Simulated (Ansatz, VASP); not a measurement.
**Si3Br in VASP and in Ansatz**

```
Si Br
1.0
     2.18997   -2.19078    0.00000
     2.18997    2.19078    0.00000
     0.00000    0.00000    8.55350
Si Br
3 1
Direct
  0.50000 0.50000 0.65931
  0.00000 0.00000 0.50000
  0.50000 0.50000 0.34069
  0.00000 0.00000 0.00000
```

Change from the starting cell: species swapped into the ZnFe3 type (Cmmm, No. 65).

Alike in both runs: functional PBE; k mesh 16 × 16 × 6; occupations gaussian, width 0.1 eV; no spin polarisation.

Ansatz relaxed the structure, and its values are those at the end. VASP's run is a single point on that final structure, the one shown.

|  | VASP | Ansatz |
| --- | --- | --- |
| version | VASP 6.6.1 | Ansatz 0.2.0 |
| potentials or method | VASP PAW PBE potentials, release 64 (Si, Br), cutoff 520 eV | scalar-relativistic, plane waves, PAW |
| valence electrons in the cell | 19 | 19 |

|  | VASP | Ansatz | Ansatz less VASP |
| --- | --- | --- | --- |
| gap on the k mesh at the Fermi level (eV) | none | none | - |
| pressure (GPa) | 0.0 | 0.0 | +0.02 |
| rms of the force components (eV/Å) | 0.003 | 0.001 | -0.0026 |

A gap of «none» marks a metal or a gap that the smearing closes.
